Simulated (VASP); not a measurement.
Crystal: MgSi4N2.

```xyz
7
Lattice="-1.3971 2.3669 3.9612 1.3971 -2.3669 3.9612 1.3971 2.3669 -3.9612" Properties=species:S:1:pos:R:3 pbc="T T T"
Mg    1.3971    0.0000    0.0000
Si    0.0000    3.2255    1.6652
Si    1.3971    0.8586    2.2960
Si    0.0000    1.5083    1.6652
Si    1.3971   -0.8586    2.2960
N     0.0000    1.5576    0.0000
N     0.0000    3.1762    0.0000
```

```yaml
Program: VASP 6.6.1
Task: relaxation of cell and atoms
Functional: PBE
Potentials_or_basis: VASP PAW PBE potentials, release 64 (Mg, Si, N)
Cutoff: 600 eV
k_mesh: 8 × 8 × 8
Occupations: gaussian, width 0.1 eV
Spin: no spin polarisation
```

At the start: pressure 330.7 GPa; volume 7.49 Å³/atom.

How do energy, volume and symmetry change on relaxing?

Over 26 steps the energy falls by 5948.5 meV/atom and the volume is 14.66 Å³/atom (+95.9 %); space group Immm (No. 71, to 0.05 Å).

Step by step:
```tsv
step	energy change (eV)	largest force (eV/Å)	pressure (GPa)	volume (Å³)
1	0.0000	16.3954	330.70	52.40
2	-9.7303	27.4446	12.94	274.66
3	-20.5335	19.3256	13.85	212.63
4	-24.7294	16.2757	15.02	183.27
5	-31.9169	13.2581	25.58	116.68
6	-31.5831	11.0686	76.00	80.38
7	-32.2050	13.8030	34.48	105.93
8	-19.5123	1.2096	-22.59	229.13
9	-27.2883	1.3251	-24.42	180.54
10	-32.3904	1.8640	-24.18	153.28
11	-36.8627	2.8535	-17.26	128.33
12	-37.7133	3.3749	-6.21	116.82
13	-37.7144	3.3579	-6.70	117.18
14	-39.2032	3.1825	-1.42	106.88
15	-39.9460	2.6877	13.43	94.09
16	-40.7543	1.8342	10.27	95.38
17	-40.9429	2.3969	8.45	96.20
18	-41.5707	0.5707	0.66	102.20
19	-41.5774	0.4614	-0.05	102.95
20	-41.6119	0.3255	-0.49	103.19
21	-41.6284	0.2220	-1.03	103.51
22	-41.6375	0.1223	0.11	102.59
23	-41.6376	0.1055	0.26	102.47
24	-41.6388	0.0355	-0.07	102.63
25	-41.6388	0.0383	-0.08	102.64
26	-41.6394	0.0153	0.01	102.62
```

Final structure:
```xyz
7
Lattice="-1.7568 3.2413 4.5056 1.7568 -3.2413 4.5056 1.7568 3.2413 -4.5056" Properties=species:S:1:pos:R:3 pbc="T T T"
Mg    1.7568    0.0000    0.0000
Si    0.0000    4.4238    1.6021
Si    1.7568    1.1825    2.9035
Si    0.0000    2.0588    1.6021
Si    1.7568   -1.1825    2.9035
N     0.0000    1.3748    0.0000
N     0.0000    5.1077    0.0000
```

Caveat: the volume moved by over 15 % at a fixed basis, so the end points are rough.
